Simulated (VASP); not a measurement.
# F (P6/mmm) in VASP: further runs

The runs below take F through single point, with PBE.

Everything below comes from runs of VASP 6.6.1. Logs are shortened: lines on timing, memory, paths and dates and some standing lists are left out, and cuts for length are marked.

### Step 1. The cell of the first run

The structure is hexagonal, space group P6/mmm (No. 191). Conventional cell: a = 2.460 Å, b = 2.460 Å, c = 1.662 Å, α = 90.00°, β = 90.00°, γ = 120.00°. Within 2.2 Å of F (site symmetry 6/mmm) lie 2 F at 1.66 Å.

### Step 2. Single point, PBE

INCAR reads:

```
PREC = Accurate
ENCUT = 520
EDIFF = 1E-6
ISMEAR = -1
SIGMA = 0.08
LREAL = F
LASPH = T
NELM = 60
ALGO = Normal
ISIF = 2
LWAVE = F
LCHARG = F
GGA = PE
NBANDS = 10
```

KPOINTS reads:

```
regular mesh
0
Gamma
  19 19 17
```

POSCAR reads:

```
F
1.0
    2.4604210338      0.0000000000      0.0000000000
   -1.2302105169      2.1307871193      0.0000000000
    0.0000000000      0.0000000000      1.6615811145
F
1
Direct
    0.0000000000      0.0000000000      0.0000000000
```

Potentials or basis: VASP PAW PBE potentials, release 64 (F).

The run is started by

```sh
> cat potpaw_PBE.64/F/POTCAR > POTCAR
> mpirun -np 1 vasp_std > vasp.out
```

OUTCAR:

```text
PREC = Accurate
   ENCUT = 520
   EDIFF = 1E-6
   ISMEAR = -1
   LREAL = F
   LASPH = T
   NELM = 60
   ISIF = 2
   GGA = PE

 ion  position               nearest neighbor table
   1  0.000  0.000  0.000-

  LATTYP: Found a hexagonal cell.
 ALAT       =     2.4604210338
 C/A-ratio  =     0.6753238944

  Lattice vectors:

 A1 = (   2.4604210338,   0.0000000000,   0.0000000000)
 A2 = (  -1.2302105169,   2.1307871193,   0.0000000000)
 A3 = (   0.0000000000,   0.0000000000,   1.6615811145)

Analysis of symmetry for initial positions (statically):
=====================================================================
 Subroutine PRICEL returns:
 Original cell was already a primitive cell.

 Routine SETGRP: Setting up the symmetry group for a
 hexagonal supercell.

 Subroutine GETGRP returns: Found 24 space group operations
 (whereof 24 operations were pure point group operations)
 out of a pool of 24 trial point group operations.

The static configuration has the point symmetry D_6h.

Analysis of symmetry for dynamics (positions and initial velocities):
=====================================================================
 Subroutine PRICEL returns:
 Original cell was already a primitive cell.

 Routine SETGRP: Setting up the symmetry group for a
 hexagonal supercell.

 Subroutine GETGRP returns: Found 24 space group operations
 (whereof 24 operations were pure point group operations)
 out of a pool of 24 trial point group operations.

The dynamic configuration has the point symmetry D_6h.

 Subroutine INISYM returns: Found 24 space group operations
 (whereof 24 operations are pure point group operations),
 and found     1 'primitive' translations

----------------------------------------------------------------------------------------

                                     Primitive cell

  volume of cell :       8.7111

  direct lattice vectors                    reciprocal lattice vectors
     2.460421034  0.000000000  0.000000000     0.406434503  0.234655070  0.000000000
    -1.230210517  2.130787119  0.000000000     0.000000000  0.469310139  0.000000000
     0.000000000  0.000000000  1.661581114     0.000000000  0.000000000  0.601836402

  length of vectors
     2.460421034  2.460421034  1.661581114     0.469310139  0.469310139  0.601836402

  position of ions in fractional coordinates (direct lattice)
     0.000000000  0.000000000  0.000000000

  ion indices of the primitive-cell ions
   primitive index   ion index
                 1           1

----------------------------------------------------------------------------------------

 KPOINTS: regular mesh

Automatic generation of k-mesh.
 Grid dimensions read from file:
 generate k-points for:   19   19   17

 Generating k-lattice:

  Cartesian coordinates                     Fractional coordinates (reciprocal lattice)
     0.021391290  0.012350267  0.000000000     0.052631579  0.000000000  0.000000000
     0.000000000  0.024700534  0.000000000     0.000000000  0.052631579  0.000000000
     0.000000000  0.000000000  0.035402141     0.000000000  0.000000000  0.058823529

  Length of vectors
     0.024700534  0.024700534  0.035402141

  Shift w.r.t. Gamma in fractional coordinates (k-lattice)
     0.000000000  0.000000000  0.000000000

 Subroutine IBZKPT returns following result:
 ===========================================

 Found    360 irreducible k-points:

 Following reciprocal coordinates:
            Coordinates               Weight
  0.000000  0.000000  0.000000      1.000000
  0.052632  0.000000  0.000000      6.000000
  0.105263  0.000000  0.000000      6.000000
  0.157895 -0.000000  0.000000      6.000000
  0.210526  0.000000  0.000000      6.000000
  0.263158  0.000000  0.000000      6.000000
[... 16 lines left out ...]
  0.263158  0.105263  0.000000     12.000000
  0.315789  0.105263  0.000000     12.000000
 [... further k-points ...]
   k-points           NKPTS =    360   k-points in BZ     NKDIM =    360   number of bands    NBANDS=     10
   number of dos      NEDOS =    301   number of ions     NIONS =      1
   total plane-waves  NPLWV =   3888
   dimension x,y,z NGX =    18 NGY =   18 NGZ =   12
   dimension x,y,z NGXF=    36 NGYF=   36 NGZF=   24
   ions per type =               1
   NGX,Y,Z   is equivalent  to a cutoff of  12.16, 12.16, 12.01 a.u.
   NGXF,Y,Z  is equivalent  to a cutoff of  24.32, 24.32, 24.01 a.u.
 SYSTEM =  unknown system
   PREC   = accura    normal or accurate (medium, high low for compatibility)
   ISTART =      0    job   : 0-new  1-cont  2-samecut
   ICHARG =      2    charge: 1-file 2-atom 10-const
   ISPIN  =      1    spin polarized calculation?
   LNONCOLLINEAR =      F non collinear calculations
   LSORBIT =      F    spin-orbit coupling
   LASPH  =      T    aspherical Exc in radial PAW
   ENCUT  =  520.0 eV  38.22 Ry    6.18 a.u.   4.57  4.57  3.09*2*pi/ulx,y,z
   NELM   =     60;   NELMIN=  2; NELMDL= -5     # of ELM steps
   EDIFF  = 0.1E-05   stopping-criterion for ELM
   LREAL  =      F    real-space projection
   EDIFFG = 0.1E-04   stopping-criterion for IOM
   NSW    =      0    number of steps for IOM
   IBRION =     -1    ionic relax: 0-MD 1-quasi-New 2-CG
   NFREE  =      0    steps in history (QN), initial steepest desc. (CG)
   ISIF   =      2    stress and relaxation
   ISYM   =      2    0-nonsym 1-usesym 2-fastsym
   POTIM  = 0.5000    time-step for ionic-motion
   TEBEG  =    0.0;   TEEND  =   0.0 temperature during run
   PSTRESS=    0.0 pullay stress
   NELECT =       7.0000    total number of electrons
   NUPDOWN=      -1.0000    fix difference up-down
   EMIN   =  10.00;   EMAX   =-10.00  energy-range for DOS
   EFERMI =   0.00;   METHOD = LEGACY
   ISMEAR =    -1;   SIGMA  =   0.08  broadening in eV -4-tet -1-fermi 0-gaus
   EFERMI_NEDOS =   21; number of points for ismear=-14 and -15
   IALGO  =     38    algorithm
   IMIX   =      4    mixing-type and parameters
     AMIX     =   0.40;   BMIX     =  1.00
     AMIX_MAG =   1.60;   BMIX_MAG =  1.00
  volume/ion in A,a.u.               =       8.71        58.79
  Fermi-wavevector in a.u.,A,eV,Ry     =   1.522009  2.876180 31.518043  2.316511
  Thomas-Fermi vector in A             =   2.630646
   LORBIT       =      0    0 simple, 1 ext, 2 COOP (PROOUT), +10 PAW based schemes
   GGA     = PE    functional components
   LHFCALC =     F    Hartree Fock is set to
   AEXX    =    0.0000 exact exchange contribution
   IVDW    =     0    specifies the selected vdW correction
   LEPSILON=     F    determine dielectric tensor
   LRPA    =     F    only Hartree local field effects (RPA)
 non-spin polarized calculation
  energy-cutoff  :      520.00
  volume of cell :        8.71
 maximum number of plane-waves:       246
   NGX =  9   NGY =  9   NGZ =  7

 number of electron       7.0000011 magnetization

 Free energy of the ion-electron system (eV)
  ---------------------------------------------------
  ext. energy  EPLUGINS =         0.00000000
  ---------------------------------------------------
  free energy    TOTEN  =        -1.32521749 eV

  energy without entropy =       -1.31208085  energy(sigma->0) =       -1.31864917

 E-fermi :  -1.2407     XC(G=0): -10.8512

 val. band max:       -1.2461595700   @ k =   0.4211   0.0000   0.4706
 cond. band min:      -1.2299641826   @ k =   0.1053   0.0526   0.4706
 fundamental gap:      0.0161953874
 Fermi energy:        -1.2406831779

 k-point     1 :       0.0000    0.0000    0.0000
  band No.  band energies     occupation
      1     -26.1283      2.00000
      2      -3.3266      2.00000
      3      -3.3266      2.00000
      4       2.5141      0.00000
      5      11.1256      0.00000
      6      28.5921      0.00000
      7      28.5921      0.00000
      8      32.5841      0.00000
      9      39.6141      0.00000
     10      46.9211      0.00000

 k-point     2 :       0.0526    0.0000    0.0000
  band No.  band energies     occupation
      1     -26.1024      2.00000
      2      -3.4539      2.00000
      3      -3.3481      2.00000
      4       2.5178      0.00000
      5      11.2910      0.00000
      6      27.5458      0.00000
      7      28.7188      0.00000
      8      33.8488      0.00000
      9      39.6463      0.00000
     10      46.8895      0.00000

 k-point     3 :       0.1053    0.0000    0.0000
  band No.  band energies     occupation
      1     -26.0281      2.00000
      2      -3.8113      2.00000
      3      -3.4099      2.00000
      4       2.5264      0.00000
      5      11.7593      0.00000
      6      25.7744      0.00000
      7      29.0903      0.00000
      8      36.2543      0.00000
      9      39.7311      0.00000
     10      46.8183      0.00000

 k-point     4 :       0.1579   -0.0000    0.0000
  band No.  band energies     occupation
      1     -25.9103      2.00000
      2      -4.3364      2.00000
      3      -3.5042      2.00000
      4       2.5396      0.00000
      5      12.4621      0.00000
      6      24.0640      0.00000
      7      29.6824      0.00000
      8      38.8854      0.00000
      9      39.8904      0.00000
     10      46.8681      0.00000
[... 222 lines left out ...]
 k-point    22 :       0.2105    0.1053    0.0000
  band No.  band energies     occupation
      1     -25.5382      2.00000
      2      -5.6579      2.00000
      3      -3.9309      2.00000
      4       2.5826      0.00000
      5      14.5533      0.00000
      6      21.0085      0.00000
      7      31.3711      0.00000
      8      39.8979      0.00000
      9      43.9633      0.00000
     10      47.1370      0.00000

 k-point    23 :       0.2632    0.1053    0.0000
  band No.  band energies     occupation
      1     -25.3758      2.00000
      2      -6.1738      2.00000
      3      -4.0948      2.00000
      4       2.6003      0.00000
      5      15.4065      0.00000
      6      20.1334      0.00000
      7      32.0825      0.00000
      8      39.7962      0.00000
      9      44.8191      0.00000
     10      47.4374      0.00000

 k-point    24 :       0.3158    0.1053    0.0000
  band No.  band energies     occupation
      1     -25.2313      2.00000
      2      -6.6075      2.00000
      3      -4.2339      2.00000
      4       2.6158      0.00000
      5      16.1284      0.00000
      6      19.5048      0.00000
      7      32.6713      0.00000
      8      39.6796      0.00000
      9      45.4515      0.00000
     10      47.6709      0.00000

 [... further k-points ...]

------------------------ aborting loop because EDIFF is reached ----------------------------------------

  FORCE on cell =-STRESS in cart. coord.  units (eV):
  Direction    XX          YY          ZZ          XY          YZ          ZX
  --------------------------------------------------------------------------------------
  -------------------------------------------------------------------------------------
  Total        1.2090591      1.2090591      1.2112052      0.0000000      0.0000000      0.0000000
  in kB      222.3755665    222.3755665    222.7702876      0.0000000      0.0000000      0.0000000
  external PRESSURE =     222.5071402 kB  Pullay stress =       0.0000000 kB

 VOLUME and BASIS-vectors are now :
 -----------------------------------------------------------------------------
  energy-cutoff  :      520.00
  volume of cell :        8.71
      direct lattice vectors                 reciprocal lattice vectors
     2.460421034  0.000000000  0.000000000     0.406434503  0.234655070  0.000000000
    -1.230210517  2.130787119  0.000000000     0.000000000  0.469310139  0.000000000
     0.000000000  0.000000000  1.661581114     0.000000000  0.000000000  0.601836402

 POSITION                                       TOTAL-FORCE (eV/Angst)
 -----------------------------------------------------------------------------------
      0.00000      0.00000      0.00000        -0.000000      0.000000      0.000000
 -----------------------------------------------------------------------------------
    total drift:                               -0.000000      0.000000      0.000000

  FREE ENERGIE OF THE ION-ELECTRON SYSTEM (eV)
  ---------------------------------------------------
  free  energy   TOTEN  =        -1.3252174906 eV

  energy  without entropy=       -1.3120808488  energy(sigma->0) =       -1.31864917
```

It took 24 s on 1 thread of Intel Xeon Platinum 8175M at 2.50GHz (Skylake/Cascade Lake), shared host; peak memory 0.13 GiB.

What came out:

| Item | Value |
| --- | --- |
| Free energy | -1.3252 eV |
| Pressure | 22.3 GPa |

Levels at points of the mesh, in eV from the Fermi level:
```
           k point  band 1  band 2  band 3  band 4  band 5  band 6  band 7
(0.00, 0.00, 0.00)  -24.89   -2.09   -2.09    3.75   12.37   29.83   29.83
```

Caveat: an odd number of electrons without spin polarisation forces a metal; a magnetic or distorted state may lie lower.

### Step 3. Single point, PBE

INCAR reads:

```
SYSTEM = F
PREC = Accurate
ENCUT = 520
EDIFF = 1E-7
ISMEAR = -1
SIGMA = 0.08
LREAL = .False.
LASPH = .True.
NELM = 80
ALGO = Normal
ISIF = 2
LWAVE = .False.
LCHARG = .False.
GGA = PE
NBANDS = 10
```

KPOINTS reads:

```
regular mesh
0
Gamma
  19 19 17
  0 0 0
```

POSCAR reads:

```
F
1.0
    2.4607022088      0.0000000000      0.0000000000
   -1.2303511044      2.1310306239      0.0000000000
    0.0000000000      0.0000000000      1.6607683593
F
1
Direct
    0.0000000000      0.0000000000      0.0000000000
```

Potentials or basis: VASP PAW PBE potentials, release 64 (F).

The run is started by

```sh
> cat potpaw_PBE.64/F/POTCAR > POTCAR
> mpirun -np 1 vasp_std > vasp.out
```

OUTCAR:

```text
SYSTEM = F
   PREC = Accurate
   ENCUT = 520
   EDIFF = 1E-7
   ISMEAR = -1
   LREAL = .False.
   LASPH = .True.
   NELM = 80
   ISIF = 2
   GGA = PE

 ion  position               nearest neighbor table
   1  0.000  0.000  0.000-

  LATTYP: Found a hexagonal cell.
 ALAT       =     2.4607022088
 C/A-ratio  =     0.6749164338

  Lattice vectors:

 A1 = (   2.4607022088,   0.0000000000,   0.0000000000)
 A2 = (  -1.2303511044,   2.1310306239,   0.0000000000)
 A3 = (   0.0000000000,   0.0000000000,   1.6607683593)

Analysis of symmetry for initial positions (statically):
=====================================================================
 Subroutine PRICEL returns:
 Original cell was already a primitive cell.

 Routine SETGRP: Setting up the symmetry group for a
 hexagonal supercell.

 Subroutine GETGRP returns: Found 24 space group operations
 (whereof 24 operations were pure point group operations)
 out of a pool of 24 trial point group operations.

The static configuration has the point symmetry D_6h.

Analysis of symmetry for dynamics (positions and initial velocities):
=====================================================================
 Subroutine PRICEL returns:
 Original cell was already a primitive cell.

 Routine SETGRP: Setting up the symmetry group for a
 hexagonal supercell.

 Subroutine GETGRP returns: Found 24 space group operations
 (whereof 24 operations were pure point group operations)
 out of a pool of 24 trial point group operations.

The dynamic configuration has the point symmetry D_6h.

 Subroutine INISYM returns: Found 24 space group operations
 (whereof 24 operations are pure point group operations),
 and found     1 'primitive' translations

----------------------------------------------------------------------------------------

                                     Primitive cell
[... 111 lines left out ...]
  Fermi-wavevector in a.u.,A,eV,Ry     =   1.522141  2.876430 31.523521  2.316913
  Thomas-Fermi vector in A             =   2.630761
   LORBIT       =      0    0 simple, 1 ext, 2 COOP (PROOUT), +10 PAW based schemes
   GGA     = PE    functional components
   LHFCALC =     F    Hartree Fock is set to
   AEXX    =    0.0000 exact exchange contribution
   IVDW    =     0    specifies the selected vdW correction
   LEPSILON=     F    determine dielectric tensor
   LRPA    =     F    only Hartree local field effects (RPA)
 non-spin polarized calculation
  energy-cutoff  :      520.00
  volume of cell :        8.71
 maximum number of plane-waves:       246
   NGX =  9   NGY =  9   NGZ =  7

 number of electron       7.0000011 magnetization

 Free energy of the ion-electron system (eV)
  ---------------------------------------------------
  ext. energy  EPLUGINS =         0.00000000
  ---------------------------------------------------
  free energy    TOTEN  =        -1.32488203 eV

  energy without entropy =       -1.31176557  energy(sigma->0) =       -1.31832380

 E-fermi :  -1.2361     XC(G=0): -10.8520

 val. band max:       -1.2411698890   @ k =   0.4211  -0.0000   0.4706
 cond. band min:      -1.2249468423   @ k =   0.1053   0.0526   0.4706
 fundamental gap:      0.0162230466
 Fermi energy:        -1.2360546657

 k-point     1 :       0.0000    0.0000    0.0000
  band No.  band energies     occupation
      1     -26.1318      2.00000
      2      -3.3288      2.00000
      3      -3.3288      2.00000
      4       2.5303      0.00000
      5      11.1243      0.00000
      6      28.5863      0.00000
      7      28.5863      0.00000
      8      32.5787      0.00000
      9      39.6521      0.00000
     10      46.9249      0.00000
[... 287 lines left out ...]
 k-point    24 :       0.3158    0.1053    0.0000
  band No.  band energies     occupation
      1     -25.2357      2.00000
      2      -6.6085      2.00000
      3      -4.2358      2.00000
      4       2.6317      0.00000
      5      16.1273      0.00000
      6      19.5033      0.00000
      7      32.6695      0.00000
      8      39.7056      0.00000
      9      45.4537      0.00000
     10      47.6647      0.00000

 [... further k-points ...]

------------------------ aborting loop because EDIFF is reached ----------------------------------------

  FORCE on cell =-STRESS in cart. coord.  units (eV):
  Direction    XX          YY          ZZ          XY          YZ          ZX
  --------------------------------------------------------------------------------------
  -------------------------------------------------------------------------------------
  Total        1.2065336      1.2065336      1.2345635      0.0000000      0.0000000      0.0000000
  in kB      221.9689273    221.9689273    227.1256623      0.0000000      0.0000000      0.0000000
  external PRESSURE =     223.6878390 kB  Pullay stress =       0.0000000 kB

 VOLUME and BASIS-vectors are now :
 -----------------------------------------------------------------------------
  energy-cutoff  :      520.00
  volume of cell :        8.71
      direct lattice vectors                 reciprocal lattice vectors
     2.460702209  0.000000000  0.000000000     0.406388061  0.234628257  0.000000000
    -1.230351104  2.131030624  0.000000000     0.000000000  0.469256513  0.000000000
     0.000000000  0.000000000  1.660768359     0.000000000  0.000000000  0.602130932

 POSITION                                       TOTAL-FORCE (eV/Angst)
 -----------------------------------------------------------------------------------
      0.00000      0.00000      0.00000         0.000000      0.000000      0.000000
 -----------------------------------------------------------------------------------
    total drift:                               -0.000000      0.000000      0.000000

  FREE ENERGIE OF THE ION-ELECTRON SYSTEM (eV)
  ---------------------------------------------------
  free  energy   TOTEN  =        -1.3248820257 eV

  energy  without entropy=       -1.3117655735  energy(sigma->0) =       -1.31832380
```

stdout:

```text
POSCAR found type information on POSCAR F
 POSCAR found :  1 types and       1 ions
 scaLAPACK will be used
 LDA part: xc-table for (Slater+PW92), standard interpolation
 POSCAR, INCAR and KPOINTS ok, starting setup
 FFT: planning ... GRIDC
 FFT: planning ... GRID_SOFT
 FFT: planning ... GRID
 WAVECAR not read
 entering main loop
```

Wall time 30 s (1 thread of Intel Xeon Platinum 8175M at 2.50GHz (Skylake/Cascade Lake), shared host); peak memory 0.13 GiB.

Results:

* Free energy: -1.3249 eV
* Pressure: 22.4 GPa

Caveat: an odd number of electrons without spin polarisation forces a metal; a magnetic or distorted state may lie lower.
